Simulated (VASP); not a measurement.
Here is a VASP 6.6.1 calculation.

Contents of INCAR:

```
SYSTEM = Ge
PREC = Accurate ; ENCUT = 520
EDIFF = 1E-7 ; ISMEAR = -1
SIGMA = 0.1 ; LREAL = .False.
LASPH = .True. ; NELM = 60
ALGO = Normal ; ISIF = 2
LWAVE = .False. ; LCHARG = .True.
LELF = .True. ; LVHAR = .True.
NBANDS = 28
```

File KPOINTS:

```
Automatic mesh
0
Gamma
  9 9 13
  0 0 0
```

The input POSCAR:

```
Ge
1.0
    4.7947651100      0.0000000000      0.0000000000
   -2.3973825550      4.1523883905      0.0000000000
    0.0000000000      0.0000000000      2.7091064684
Ge
3
Direct
    1.0000000000      0.0000000000      1.0000000000
    0.3333333333      0.6666666667      0.5000000000
    0.6666666667      0.3333333333      0.5000000000
```

Potentials or basis: VASP PAW LDA potentials, release 64 (Ge_d).

The run is started by

```console
$ cat potpaw_LDA.64/Ge_d/POTCAR > POTCAR
$ mpirun -np 1 vasp_std > vasp.out
```

Question: What does it give for the band gap on the k mesh?

Answer: Zero (band 21 reaches 9.29 eV, above the bottom of band 22 at 3.58 eV).

Question: What does it give for the pressure?

Answer: 0.1 GPa.

Stress tensor (GPa, compression positive):
```
-1.92  0.00  0.00
 0.00 -1.92  0.00
 0.00  0.00  4.01
```
